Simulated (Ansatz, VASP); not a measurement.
**W: VASP beside Ansatz**

File INCAR:

```
  ALGO = Normal
  EDIFF = 1E-7
  ENCUT = 520
  ISIF = 2
  ISMEAR = -1
  LASPH = True
  LCHARG = False
  LREAL = False
  LWAVE = False
  NBANDS = 13
  NELM = 60
  PREC = Accurate
  SIGMA = 0.05
```

KPOINTS

```
k-points
0
Gamma
  11 11 11
```

Contents of POSCAR:

```
W
1.0
    0.0000000000      2.0300000000      2.0300000000
    2.0300000000      0.0000000000      2.0300000000
    2.0300000000      2.0300000000      0.0000000000
W
1
Direct
    0.0000000000      0.0000000000      0.0000000000
```

The input input.yaml:

```yaml
crystal:
  lattice:
    - [0.0, 2.03, 2.03]
    - [2.03, 0.0, 2.03]
    - [2.03, 2.03, 0.0]
  atoms:
    - { symbol: W, position: [0.0, 0.0, 0.0] }
hamiltonian:
  xc: lda
  pseudopotentials: { kind: paw }
kpoints:
  mp_grid: { grid: [11, 11, 11] }
  band_path:
    path:
      - [[0.0, 0.0, 0.0], [0.5, 0.0, 0.5], [0.5, 0.25, 0.75], [0.375, 0.375, 0.75], [0.0, 0.0, 0.0], [0.5, 0.5, 0.5], [0.625, 0.25, 0.625], [0.5, 0.25, 0.75], [0.5, 0.5, 0.5], [0.375, 0.375, 0.75]]
      - [[0.625, 0.25, 0.625], [0.5, 0.0, 0.5]]
    npoints: 14
scf:
  occupations: { method: fermi_dirac, width: 0.05 }
  n_extra_bands: 6
output:
  forces: true
  stress: true
  eigenvalues: true
  fatbands: true
```

Alike in both runs: functional LDA; k mesh 11 × 11 × 11; occupations fermi-dirac, width 0.05 eV; no spin polarisation.

```csv
,VASP,Ansatz
version,VASP 6.6.1,Ansatz 0.2.0
potentials or method,"VASP PAW LDA potentials, release 64 (W_sv)",Ansatz PAW
plane-wave cutoff (eV),520,420
valence electrons in the cell,14,14
task,single point,band structure
```

|  | VASP | Ansatz | Ansatz less VASP |
| --- | --- | --- | --- |
| gap on the k mesh at the Fermi level (eV) | none | none | - |
| pressure (GPa) | -16.2 | -17.7 | -1.45 |

LDA's correlation is that of Perdew and Zunger in VASP and of Perdew and Wang (1992) in Ansatz. A gap of «none» marks a metal or a gap that the smearing closes.

Spin-orbit coupling is off throughout.
